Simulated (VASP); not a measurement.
# Tl: single point with PBE

The system is Tl, a wire with vacuum.

```xyz
2
Lattice="10.4000 0.0000 0.0000 0.0000 9.3000 0.0000 0.0000 0.0000 5.6336" Properties=species:S:1:pos:R:3 pbc="T T T"
Tl    4.4958    4.6500    0.0000
Tl    5.9042    4.6500    2.8168
```

```
Program             : VASP 6.6.1
Task                : single point
Functional          : PBE
Potentials or basis : VASP PAW PBE potentials, release 64 (Tl_d)
Cutoff              : 520 eV
k mesh              : 1 × 1 × 12
Occupations         : gaussian, width 0.05 eV
Spin                : collinear spin, ferromagnetic start
Starting moments    : [0.5, 0.5] μB
```

```json
{
 "Largest force": "0.328 eV/Å",
 "Net moment": "0.51 μB per cell",
 "Site moments": "Tl +0.06 μB",
 "Valence electrons inside the program's atomic spheres": "Tl 11.17"
}
```

Forces on the atoms (eV/Å):
```
Tl   0.328  0.000  0.000
Tl  -0.328  0.000  0.000
```

Levels at points of the mesh, in eV from the Fermi level:
Spin up:
| k point | band 11 | band 12 | band 13 | band 14 | band 15 | band 16 |
| --- | --- | --- | --- | --- | --- | --- |
| (0.00, 0.00, 0.00) | -7.38 | -4.37 | -0.20 | -0.14 | 1.01 | 1.69 |
| (0.00, 0.00, 0.50) | -6.24 | -6.24 | 0.22 | 0.22 | 1.03 | 1.03 |
Spin down:
| k point | band 10 | band 11 | band 12 | band 13 | band 14 | band 15 | band 16 | band 17 |
| --- | --- | --- | --- | --- | --- | --- | --- | --- |
| (0.00, 0.00, 0.00) | -11.55 | -7.24 | -4.24 | -0.03 | 0.12 | 1.14 | 1.81 | 2.82 |
| (0.00, 0.00, 0.50) | -11.41 | -6.10 | -6.10 | 0.36 | 0.36 | 1.28 | 1.28 | 3.40 |

Wall time 3.3 min on 1 thread of AMD EPYC 9R45 96-Core Processor (Zen 5), on a shared host, peak memory 0.71 GiB.

Caveat: spin-orbit coupling is left out, which moves the levels of the heavy elements.
